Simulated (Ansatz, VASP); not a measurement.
**Two plane-wave programs on MnSe**

```
Mn Se
1.0
     0.00000    2.81135    2.81135
     2.81135    0.00000    2.81135
     2.81135    2.81135    0.00000
Mn Se
1 1
Direct
  0.00000 0.00000 0.00000
  0.75000 0.75000 0.75000
```

Alike in both runs: functional LDA; k mesh 14 × 14 × 14; occupations gaussian, width 0.1 eV; collinear spin.

Ansatz relaxed the structure, and its values are those at the end. VASP's run is a single point on that final structure, the one shown.

|  | VASP | Ansatz |
| --- | --- | --- |
| version | VASP 6.6.1 | Ansatz 0.2.0 |
| potentials or method | VASP PAW LDA potentials, release 64 (Mn_pv, Se), cutoff 520 eV | scalar-relativistic, plane waves, PAW |
| valence electrons in the cell | 19 | 31 |

```tsv
	VASP	Ansatz	Ansatz less VASP
gap on the k mesh at the Fermi level (eV)	none	none	-
pressure (GPa)	-0.8	0.0	+0.81
net moment per atom (μB)	2.14	2.19	+0.054
size of the moment on the site where the two differ most (μB)	3.83	3.77	-0.064
```

LDA's correlation is that of Perdew and Zunger in VASP and of Perdew and Wang (1992) in Ansatz. Site moments also hang on the region over which each program counts them. A gap of «none» marks a metal or a gap that the smearing closes. VASP's potentials hold 19 valence electrons a cell and Ansatz's 31, so a difference there can come from the potentials and not from the codes.
